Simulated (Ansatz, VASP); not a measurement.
## NaLa in VASP and in Ansatz

The input INCAR:

```
ALGO = Normal
EDIFF = 1E-6
ENCUT = 520
ISIF = 2
ISMEAR = -1
LASPH = T
LCHARG = F
LREAL = F
LWAVE = F
NBANDS = 16
NELM = 100
PREC = Accurate
SIGMA = 0.05
```

File KPOINTS:

```
k-points
0
Gamma
  5 5 3
```

File POSCAR:

```
NaLa
1.0
    3.6062507687      0.0000000000      0.0000000000
   -1.8031253843      3.1231047781      0.0000000000
    0.0000000000      0.0000000000      6.4837820000
La Na
1 1
Direct
    0.3333333333      0.6666666667      0.5000000000
    0.0000000000      0.0000000000      0.0000000000
```

File input.yaml:

```yaml
crystal:
  lattice:
    - [3.6062507687, 0.0, 0.0]
    - [-1.8031253843, 3.1231047781, 0.0]
    - [0.0, 0.0, 6.483782]
  atoms:
    - { symbol: La, position: [0.3333333333, 0.6666666667, 0.5] }
    - { symbol: Na, position: [0.0, 0.0, 0.0] }
hamiltonian:
  xc: lda
  pseudopotentials: { kind: paw }
kpoints:
  mp_grid: { grid: [5, 5, 3] }
  band_path:
    path:
      - [[0.0, 0.0, 0.0], [0.5, 0.0, 0.0], [0.3333333333, 0.3333333333, 0.0], [0.0, 0.0, 0.0], [0.0, 0.0, 0.5], [0.5, 0.0, 0.5], [0.3333333333, 0.3333333333, 0.5], [0.0, 0.0, 0.5]]
      - [[0.5, 0.0, 0.5], [0.5, 0.0, 0.0]]
      - [[0.3333333333, 0.3333333333, 0.0], [0.3333333333, 0.3333333333, 0.5]]
    npoints: 14
scf:
  occupations: { method: fermi_dirac, width: 0.05 }
  n_extra_bands: 6
output:
  forces: true
  stress: true
  eigenvalues: true
  fatbands: true
```

Alike in both runs: functional LDA; k mesh 5 × 5 × 3; occupations fermi-dirac, width 0.05 eV; no spin polarisation.

|  | VASP | Ansatz |
| --- | --- | --- |
| version | VASP 6.6.1 | Ansatz 0.2.0 |
| potentials or method | VASP PAW LDA potentials, release 64 (La, Na_pv) | Ansatz PAW |
| plane-wave cutoff (eV) | 520 | 420 |
| valence electrons in the cell | 18 | 20 |
| task | single point | band structure |

```tsv
	VASP	Ansatz	Ansatz less VASP
gap on the k mesh at the Fermi level (eV)	none	none	-
pressure (GPa)	-1.9	-1.9	+0.07
traceless stress, the component that is largest in VASP (GPa)	0.16	0.13	-0.039
```

LDA's correlation is that of Perdew and Zunger in VASP and of Perdew and Wang (1992) in Ansatz. A gap of «none» marks a metal or a gap that the smearing closes. VASP's potentials hold 18 valence electrons a cell and Ansatz's 20, so a difference there can come from the potentials and not from the codes.

The k mesh is coarse, so the values compare programs but aren't converged. Neither program's run includes spin-orbit coupling.
